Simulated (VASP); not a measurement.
# Ta (Fd-3m) in VASP: notebook

Runs on Ta. Level: r2SCAN. Tasks: single point, relaxation of cell and atoms.

All numbers are computed with VASP 6.6.1; they aren't measurements. Logs are shortened: lines on timing, memory, paths and dates and some standing lists are left out, and cuts for length are marked.

### Step 1. The cell of the first run

The structure is cubic, space group Fd-3m (No. 227). Conventional cell: a = 6.055 Å, b = 6.055 Å, c = 6.055 Å, α = 90.00°, β = 90.00°, γ = 90.00°. Within 3.5 Å of Ta (site symmetry -43m) lie 4 Ta at 2.62 Å.

This isn't the form of Ta at room conditions, which is bcc.

### Step 2. Single point, r2SCAN

File POSCAR:

```
Ta
1.0
    0.0000000000      3.0276599662      3.0276599662
    3.0276599662      0.0000000000      3.0276599662
    3.0276599662      3.0276599662      0.0000000000
Ta
2
Direct
    1.0000000000      1.0000000000      1.0000000000
    0.2500000000      0.2500000000      0.2500000000
```

File INCAR.step1:

```
SYSTEM = Ta
  PREC = Accurate
  ENCUT = 550
  ISMEAR = 1
  SIGMA = 0.05
  LREAL = .FALSE.
  LASPH = .TRUE.
  NELM = 120
  NBANDS = 18
  GGA = PE
  ALGO = Normal
  EDIFF = 1E-5
  LWAVE = .TRUE.
  LCHARG = .FALSE.
  GGA_COMPAT = .FALSE.
```

File INCAR.step2:

```
SYSTEM = Ta
  PREC = Accurate
  ENCUT = 550
  EDIFF = 1E-6
  ISMEAR = 1
  SIGMA = 0.05
  LREAL = .FALSE.
  LASPH = .TRUE.
  NELM = 120
  ALGO = Normal
  ISIF = 2
  LWAVE = .FALSE.
  LCHARG = .FALSE.
  METAGGA = R2SCAN
  LMIXTAU = .TRUE.
  NBANDS = 18
  ISTART = 1
  GGA_COMPAT = .FALSE.
```

File KPOINTS:

```
regular mesh
0
G
  12 12 12
  0 0 0
```

Potentials or basis: VASP PAW PBE potentials, release 64 (Ta_pv).

Command:

```sh
> cat potpaw_PBE.64/Ta_pv/POTCAR > POTCAR
> cp INCAR.step1 INCAR
> mpirun -np 1 vasp_std > vasp.out
> cp INCAR.step2 INCAR
> mpirun -np 1 vasp_std > vasp.out
```

OUTCAR:

```text
SYSTEM = Ta
   PREC = Accurate
   ENCUT = 550
   EDIFF = 1E-6
   ISMEAR = 1
   LREAL = .FALSE.
   LASPH = .TRUE.
   NELM = 120
   ISIF = 2
   METAGGA = R2SCAN
   ISTART = 1

 ion  position               nearest neighbor table
   1  0.000  0.000  0.000-   2 2.62   2 2.62   2 2.62   2 2.62
   2  0.250  0.250  0.250-   1 2.62   1 2.62   1 2.62   1 2.62

  LATTYP: Found a face centered cubic cell.
 ALAT       =     6.0553199324

  Lattice vectors:

 A1 = (   0.0000000000,   3.0276599662,   3.0276599662)
 A2 = (   3.0276599662,   0.0000000000,   3.0276599662)
 A3 = (   3.0276599662,   3.0276599662,   0.0000000000)

Analysis of symmetry for initial positions (statically):
=====================================================================
 Subroutine PRICEL returns:
 Original cell was already a primitive cell.

 Routine SETGRP: Setting up the symmetry group for a
 face centered cubic supercell.

 Subroutine GETGRP returns: Found 48 space group operations
 (whereof 24 operations were pure point group operations)
 out of a pool of 48 trial point group operations.

The static configuration has the point symmetry T_d .
 The point group associated with its full space group is O_h .

Analysis of symmetry for dynamics (positions and initial velocities):
=====================================================================
 Subroutine PRICEL returns:
 Original cell was already a primitive cell.

 Routine SETGRP: Setting up the symmetry group for a
 face centered cubic supercell.

 Subroutine GETGRP returns: Found 48 space group operations
 (whereof 24 operations were pure point group operations)
 out of a pool of 48 trial point group operations.

The dynamic configuration has the point symmetry T_d .
 The point group associated with its full space group is O_h .

 Subroutine INISYM returns: Found 48 space group operations
 (whereof 24 operations are pure point group operations),
 and found     1 'primitive' translations

----------------------------------------------------------------------------------------

                                     Primitive cell

  volume of cell :      55.5075

  direct lattice vectors                    reciprocal lattice vectors
     0.000000000  3.027659966  3.027659966    -0.165144040  0.165144040  0.165144040
     3.027659966  0.000000000  3.027659966     0.165144040 -0.165144040  0.165144040
     3.027659966  3.027659966  0.000000000     0.165144040  0.165144040 -0.165144040

  length of vectors
     4.281757786  4.281757786  4.281757786     0.286037869  0.286037869  0.286037869

  position of ions in fractional coordinates (direct lattice)
     0.000000000  0.000000000  0.000000000
     0.250000000  0.250000000  0.250000000

  ion indices of the primitive-cell ions
   primitive index   ion index
                 1           1
                 2           2

----------------------------------------------------------------------------------------

 KPOINTS: regular mesh

Automatic generation of k-mesh.
 Grid dimensions read from file:
 generate k-points for:   12   12   12

 Generating k-lattice:

  Cartesian coordinates                     Fractional coordinates (reciprocal lattice)
    -0.013762003  0.013762003  0.013762003     0.083333333  0.000000000  0.000000000
     0.013762003 -0.013762003  0.013762003     0.000000000  0.083333333  0.000000000
     0.013762003  0.013762003 -0.013762003     0.000000000  0.000000000  0.083333333

  Length of vectors
     0.023836489  0.023836489  0.023836489

  Shift w.r.t. Gamma in fractional coordinates (k-lattice)
     0.000000000  0.000000000  0.000000000

 Subroutine IBZKPT returns following result:
 ===========================================

 Found     72 irreducible k-points:

 Following reciprocal coordinates:
            Coordinates               Weight
  0.000000  0.000000  0.000000      1.000000
  0.083333  0.000000  0.000000      8.000000
  0.166667  0.000000  0.000000      8.000000
  0.250000  0.000000  0.000000      8.000000
  0.333333  0.000000  0.000000      8.000000
  0.416667  0.000000  0.000000      8.000000
[... 16 lines left out ...]
  0.500000  0.166667  0.000000     24.000000
 -0.416667  0.166667  0.000000     24.000000
 [... further k-points ...]
   k-points           NKPTS =     72   k-points in BZ     NKDIM =     72   number of bands    NBANDS=     18
   number of dos      NEDOS =    301   number of ions     NIONS =      2
   total plane-waves  NPLWV =  46656
   dimension x,y,z NGX =    36 NGY =   36 NGZ =   36
   dimension x,y,z NGXF=    72 NGYF=   72 NGZF=   72
   ions per type =               2
   NGX,Y,Z   is equivalent  to a cutoff of  13.98, 13.98, 13.98 a.u.
   NGXF,Y,Z  is equivalent  to a cutoff of  27.96, 27.96, 27.96 a.u.
 SYSTEM =  Ta
   PREC   = accura    normal or accurate (medium, high low for compatibility)
   ISTART =      1    job   : 0-new  1-cont  2-samecut
   ICHARG =      0    charge: 1-file 2-atom 10-const
   ISPIN  =      1    spin polarized calculation?
   LNONCOLLINEAR =      F non collinear calculations
   LSORBIT =      F    spin-orbit coupling
   LASPH  =      T    aspherical Exc in radial PAW
   ENCUT  =  550.0 eV  40.42 Ry    6.36 a.u.   8.19  8.19  8.19*2*pi/ulx,y,z
   NELM   =    120;   NELMIN=  2; NELMDL=  0     # of ELM steps
   EDIFF  = 0.1E-05   stopping-criterion for ELM
   LREAL  =      F    real-space projection
   EDIFFG = 0.1E-04   stopping-criterion for IOM
   NSW    =      0    number of steps for IOM
   IBRION =     -1    ionic relax: 0-MD 1-quasi-New 2-CG
   NFREE  =      0    steps in history (QN), initial steepest desc. (CG)
   ISIF   =      2    stress and relaxation
   ISYM   =      2    0-nonsym 1-usesym 2-fastsym
   POTIM  = 0.5000    time-step for ionic-motion
   TEBEG  =    0.0;   TEEND  =   0.0 temperature during run
   PSTRESS=    0.0 pullay stress
   NELECT =      22.0000    total number of electrons
   NUPDOWN=      -1.0000    fix difference up-down
   EMIN   =  10.00;   EMAX   =-10.00  energy-range for DOS
   EFERMI =   0.00;   METHOD = LEGACY
   ISMEAR =     1;   SIGMA  =   0.05  broadening in eV -4-tet -1-fermi 0-gaus
   EFERMI_NEDOS =   21; number of points for ismear=-14 and -15
   IALGO  =     38    algorithm
   IMIX   =      4    mixing-type and parameters
     AMIX     =   0.40;   BMIX     =  1.00
     AMIX_MAG =   1.60;   BMIX_MAG =  1.00
  volume/ion in A,a.u.               =      27.75       187.29
  Fermi-wavevector in a.u.,A,eV,Ry     =   1.202537  2.272466 19.675336  1.446096
  Thomas-Fermi vector in A             =   2.338316
   LORBIT       =      0    0 simple, 1 ext, 2 COOP (PROOUT), +10 PAW based schemes
   METAGGA = R2SCAN    functional components
   LHFCALC =     F    Hartree Fock is set to
   AEXX    =    0.0000 exact exchange contribution
   IVDW    =     0    specifies the selected vdW correction
   LEPSILON=     F    determine dielectric tensor
   LRPA    =     F    only Hartree local field effects (RPA)
 non-spin polarized calculation
 Methfessel and Paxton  Order N= 1 SIGMA  =   0.05
  energy-cutoff  :      550.00
  volume of cell :       55.51
 maximum number of plane-waves:      1660
 NGX is ok and might be reduce to    36
   NGX = 17   NGY = 17   NGZ = 17

 number of electron      22.0000003 magnetization

 Free energy of the ion-electron system (eV)
  ---------------------------------------------------
  ext. energy  EPLUGINS =         0.00000000
  ---------------------------------------------------
  free energy    TOTEN  =       -90.95476644 eV

  energy without entropy =      -90.95497029  energy(sigma->0) =      -90.95483439

 E-fermi :   2.0191     XC(G=0): -10.8266

 val. band max:        2.0155077292   @ k =  -0.3333   0.3333   0.1667
 cond. band min:       2.0319929815   @ k =   0.2500   0.2500   0.0000
 fundamental gap:      0.0164852523
 Fermi energy:         2.0190641419

 k-point     1 :       0.0000    0.0000    0.0000
  band No.  band energies     occupation
      1     -33.2417      2.00000
      2     -33.2417      2.00000
      3     -33.2417      2.00000
      4     -32.3382      2.00000
      5     -32.3382      2.00000
      6     -32.3382      2.00000
[... 10 lines left out ...]
     17       8.3875      0.00000
     18      12.8445      0.00000

 k-point     2 :       0.0833    0.0000    0.0000
  band No.  band energies     occupation
      1     -33.2490      2.00000
      2     -33.2490      2.00000
      3     -33.2408      2.00000
      4     -32.3404      2.00000
      5     -32.3304      2.00000
      6     -32.3304      2.00000
[... 10 lines left out ...]
     17       8.3579      0.00000
     18      12.5737      0.00000

 k-point     3 :       0.1667    0.0000    0.0000
  band No.  band energies     occupation
      1     -33.2685      2.00000
      2     -33.2685      2.00000
      3     -33.2384      2.00000
      4     -32.3461      2.00000
      5     -32.3096      2.00000
      6     -32.3096      2.00000
[... 10 lines left out ...]
     17       8.2606      0.00000
     18      12.2457      0.00000

 k-point     4 :       0.2500    0.0000    0.0000
  band No.  band energies     occupation
      1     -33.2937      2.00000
      2     -33.2937      2.00000
      3     -33.2355      2.00000
      4     -32.3533      2.00000
      5     -32.2825      2.00000
      6     -32.2825      2.00000
[... 375 lines left out ...]
      4     -32.4805      2.00000
      5     -32.2081      2.00000
      6     -32.1890      2.00000
[... 10 lines left out ...]
     17       8.0469      0.00000
     18       8.5685      0.00000

 k-point    23 :       0.5000    0.1667    0.0000
  band No.  band energies     occupation
      1     -33.4076      2.00000
      2     -33.3669      2.00000
      3     -33.1056      2.00000
      4     -32.4903      2.00000
      5     -32.2035      2.00000
      6     -32.1680      2.00000
[... 10 lines left out ...]
     17       7.3986      0.00000
     18       7.7732      0.00000

 k-point    24 :      -0.4167    0.1667    0.0000
  band No.  band energies     occupation
      1     -33.4157      2.00000
      2     -33.3589      2.00000
      3     -33.1098      2.00000
      4     -32.4854      2.00000
      5     -32.2121      2.00000
      6     -32.1601      2.00000
[... 10 lines left out ...]
     17       7.6559      0.00000
     18       7.6569      0.00000

 [... further k-points ...]
[... 5 lines left out ...]
  --------------------------------------------------------------------------------------
  -------------------------------------------------------------------------------------
  Total        0.1134913      0.1134913      0.1134913      0.0000000      0.0000000      0.0000000
  in kB        3.2758326      3.2758326      3.2758326      0.0000000      0.0000000      0.0000000
  external PRESSURE =       3.2758326 kB  Pullay stress =       0.0000000 kB

 VOLUME and BASIS-vectors are now :
 -----------------------------------------------------------------------------
  energy-cutoff  :      550.00
  volume of cell :       55.51
      direct lattice vectors                 reciprocal lattice vectors
     0.000000000  3.027659966  3.027659966    -0.165144040  0.165144040  0.165144040
     3.027659966  0.000000000  3.027659966     0.165144040 -0.165144040  0.165144040
     3.027659966  3.027659966  0.000000000     0.165144040  0.165144040 -0.165144040

 POSITION                                       TOTAL-FORCE (eV/Angst)
 -----------------------------------------------------------------------------------
      0.00000      0.00000      0.00000         0.000000      0.000000      0.000000
      1.51383      1.51383      1.51383        -0.000000     -0.000000     -0.000000
 -----------------------------------------------------------------------------------
    total drift:                                0.000000      0.000000      0.000000

  FREE ENERGIE OF THE ION-ELECTRON SYSTEM (eV)
  ---------------------------------------------------
  free  energy   TOTEN  =       -90.9547664375 eV

  energy  without entropy=      -90.9549702889  energy(sigma->0) =      -90.95483439
```

Wall time 2.5 min (1 thread of Intel Xeon 6975P-C (Granite Rapids), shared host); peak memory 0.24 GiB.

What came out:

```
Free energy            : -90.9548 eV
Pressure               : 0.3 GPa
Band gap on the k mesh : zero (bands 11 and 12 overlap by 1.17 eV)
```

Caveat: the PAW data sets were made with another functional, which shifts forces and pressure a little; spin-orbit coupling is left out, which moves the levels of the heavy elements.

### Step 3. Relaxation of cell and atoms, r2SCAN

This run uses another cell than the first one, of 23.39 Å³/atom.

File POSCAR:

```
Ta
1.0
    0.0000000000      2.8600000000      2.8600000000
    2.8600000000      0.0000000000      2.8600000000
    2.8600000000      2.8600000000      0.0000000000
Ta
2
Direct
    1.0000000000      1.0000000000      1.0000000000
    0.2500000000      0.2500000000      0.2500000000
```

File INCAR.step1:

```
SYSTEM = Ta
PREC     = Accurate       ! precision mode
ENCUT    = 550            ! plane-wave cutoff, eV
ISMEAR   = 1              ! smearing method
SIGMA    = 0.05           ! smearing width, eV
LREAL    = .FALSE.        ! projectors in reciprocal space
LASPH    = .TRUE.         ! aspherical terms in the spheres
NELM     = 120            ! most SCF steps
GGA      = PE             ! functional
ALGO     = Normal         ! electronic algorithm
EDIFF    = 1E-5           ! SCF threshold, eV
LWAVE    = .TRUE.         ! write WAVECAR
LCHARG   = .FALSE.        ! write CHGCAR
GGA_COMPAT= .FALSE.      
IBRION   = 2              ! ionic algorithm
ISIF     = 3              ! what is computed and relaxed
EDIFFG   = -0.005         ! ionic threshold
NELMIN   = 4            
NSW      = 100            ! ionic steps
```

File INCAR.step2:

```
SYSTEM = Ta
PREC     = Accurate       ! precision mode
ENCUT    = 550            ! plane-wave cutoff, eV
EDIFF    = 1E-7           ! SCF threshold, eV
ISMEAR   = 1              ! smearing method
SIGMA    = 0.05           ! smearing width, eV
LREAL    = .FALSE.        ! projectors in reciprocal space
LASPH    = .TRUE.         ! aspherical terms in the spheres
NELM     = 120            ! most SCF steps
ALGO     = Normal         ! electronic algorithm
ISIF     = 3              ! what is computed and relaxed
LWAVE    = .FALSE.        ! write WAVECAR
LCHARG   = .FALSE.        ! write CHGCAR
METAGGA  = R2SCAN         ! meta-GGA
LMIXTAU  = .TRUE.       
IBRION   = 2              ! ionic algorithm
NSW      = 80             ! ionic steps
EDIFFG   = -0.01          ! ionic threshold
ISTART   = 1            
GGA_COMPAT= .FALSE.      
NELMIN   = 4
```

File KPOINTS:

```
Automatic mesh
0
G
  12 12 12
  0 0 0
```

Potentials or basis: VASP PAW PBE potentials, release 64 (Ta_pv).

Command:

```sh
> cat potpaw_PBE.64/Ta_pv/POTCAR > POTCAR
> cp INCAR.step1 INCAR
> mpirun -np 1 vasp_std > vasp.out
> cp INCAR.step2 INCAR
> mpirun -np 1 vasp_std > vasp.out
```

OUTCAR:

```text
SYSTEM = Ta
   PREC = Accurate
   ENCUT = 550
   EDIFF = 1E-7
   ISMEAR = 1
   LREAL = .FALSE.
   LASPH = .TRUE.
   NELM = 120
   ISIF = 3
   METAGGA = R2SCAN
   IBRION = 2
   NSW = 80
   EDIFFG = -0.01
   ISTART = 1
   NELMIN = 4

 ion  position               nearest neighbor table
   1  0.000  0.000  0.000-   2 2.48   2 2.48   2 2.48   2 2.48
   2  0.250  0.250  0.250-   1 2.48   1 2.48   1 2.48   1 2.48

  LATTYP: Found a face centered cubic cell.
 ALAT       =     5.7200000000

  Lattice vectors:

 A1 = (   0.0000000000,   2.8600000000,   2.8600000000)
 A2 = (   2.8600000000,   0.0000000000,   2.8600000000)
 A3 = (   2.8600000000,   2.8600000000,   0.0000000000)

Analysis of symmetry for initial positions (statically):
[... 725 lines left out ...]
--------------------------------------- Ionic step       15  -------------------------------------------

 number of electron      22.0000000 magnetization

------------------------ aborting loop because EDIFF is reached ----------------------------------------
[... 67 lines left out ...]
--------------------------------------- Ionic step       17  -------------------------------------------

 number of electron      22.0000000 magnetization

 Free energy of the ion-electron system (eV)
  ---------------------------------------------------
  ext. energy  EPLUGINS =         0.00000000
  ---------------------------------------------------
  free energy    TOTEN  =       -90.95387653 eV

  energy without entropy =      -90.95409644  energy(sigma->0) =      -90.95394984

 E-fermi :   1.9935     XC(G=0): -10.8037

 val. band max:        1.9907892259   @ k =  -0.3333   0.3333   0.1667
 cond. band min:       2.0100780894   @ k =   0.2500   0.2500   0.0000
 fundamental gap:      0.0192888635
 Fermi energy:         1.9935237602

 k-point     1 :       0.0000    0.0000    0.0000
  band No.  band energies     occupation
      1     -33.2690      2.00000
      2     -33.2690      2.00000
      3     -33.2690      2.00000
      4     -32.3764      2.00000
      5     -32.3764      2.00000
      6     -32.3764      2.00000
      7      -3.8519      2.00000
      8       1.0578      2.00000
      9       1.0578      2.00000
     10       1.6626      2.00000
     11       1.6626      2.00000
     12       1.6626      2.00000
     13       4.1857      0.00000
     14       4.1857      0.00000
[... 444 lines left out ...]
  FREE ENERGIE OF THE ION-ELECTRON SYSTEM (eV)
  ---------------------------------------------------
  free  energy   TOTEN  =       -90.9538765339 eV

  energy  without entropy=      -90.9540964424  energy(sigma->0) =      -90.95394984

 reached required accuracy - stopping structural energy minimisation
```

Wall time 15 min (1 thread of Intel Xeon 6975P-C (Granite Rapids), shared host); peak memory 0.22 GiB.

Results:

| Quantity | Value |
| --- | --- |
| Free energy | -90.9539 eV |
| Relaxed volume | 27.88 Å³/atom |
| Relaxed cell | a = 4.288 Å, b = 4.288 Å, c = 4.288 Å, α = 60.00°, β = 60.00°, γ = 60.00° |
| Space group after relaxing (to 0.1 Å) | Fd-3m (No. 227) |
| Energy gained by relaxing | 202.4 meV/atom |
| Ionic steps | 17 |
| Pressure after relaxing | 0.0 GPa |
| Band gap on the k mesh | zero (bands 11 and 12 overlap by 1.16 eV) |

Step by step:
```
step  energy change (eV)  largest force (eV/Å)  pressure (GPa)  volume (Å³)
   1              0.0000                0.0000           16.52        46.79
   2             -0.1202                0.0000           -8.58        65.10
   3             -0.4049                0.0000           -0.11        55.84
   4             -0.4048                0.0000            0.14        55.65
   5             -0.4049                0.0000            0.14        55.65
   6             -0.4049                0.0000            0.13        55.66
   7             -0.4049                0.0000            0.13        55.66
   8             -0.4049                0.0000            0.13        55.66
   9             -0.4049                0.0000            0.13        55.66
  10             -0.4049                0.0000            0.13        55.66
  11             -0.4049                0.0000            0.13        55.66
  12             -0.4049                0.0000            0.13        55.66
  13             -0.4049                0.0000            0.13        55.66
  14             -0.4049                0.0000            0.12        55.67
  15             -0.4049                0.0000            0.10        55.68
  16             -0.4049                0.0000            0.06        55.71
  17             -0.4049                0.0000            0.00        55.76
```

Final structure:
```
Ta
1.0
     0.00000    3.03230    3.03230
     3.03230    0.00000    3.03230
     3.03230    3.03230    0.00000
Ta
2
Direct
  0.00000 0.00000 0.00000
  0.25000 0.25000 0.25000
```

Levels at points of the mesh, in eV from the Fermi level:
```csv
k point,band 7,band 8,band 9,band 10,band 11,band 12,band 13,band 14,band 15
"(0.00, 0.00, 0.00)",-5.85,-0.94,-0.94,-0.33,-0.33,-0.33,2.19,2.19,2.19
"(0.50, 0.00, 0.00)",-3.27,-1.20,-0.82,-0.82,-0.37,-0.37,-0.13,3.44,3.44
"(0.50, 0.50, 0.00)",-1.99,-1.99,-1.05,-1.05,-0.25,-0.25,2.05,2.05,4.49
```

Caveat: the volume moved by over 15 % at a fixed basis, so the end points are rough; the PAW data sets were made with another functional, which shifts forces and pressure a little; spin-orbit coupling is left out, which moves the levels of the heavy elements.
